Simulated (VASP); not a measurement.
Input of a VASP 6.6.1 run:

INCAR

```
SYSTEM = AgCl
PREC = Accurate ; ENCUT = 520
EDIFF = 1E-6 ; ISMEAR = -1
SIGMA = 0.01 ; LREAL = .FALSE.
LASPH = .TRUE. ; NELM = 60
ALGO = Normal ; ISIF = 2
LWAVE = .FALSE. ; LCHARG = .FALSE.
GGA = PE ; NBANDS = 16
```

Contents of KPOINTS:

```
regular mesh
0
G
  9 9 9
  0 0 0
```

The input POSCAR:

```
AgCl
1.0
    3.3875622702      0.0000000000      0.0000000000
    0.0000000000      3.3875622702      0.0000000000
    0.0000000000      0.0000000000      3.3875622702
Ag Cl
1 1
Direct
    0.0000000000      0.0000000000      0.0000000000
    0.5000000000      0.5000000000      0.5000000000
```

Potentials or basis: VASP PAW PBE potentials, release 64 (Ag, Cl).

Launch:

```sh
$ cat potpaw_PBE.64/Ag/POTCAR potpaw_PBE.64/Cl/POTCAR > POTCAR
$ mpirun -np 1 vasp_std > vasp.out
```

**Question.** What does it give for the band gap on the k mesh?

**Answer.** 0.62 eV, indirect (least direct gap 2.22 eV).

**Question.** What does it give for the pressure?

**Answer.** 1.9 GPa.

 A k mesh can miss the band edges.
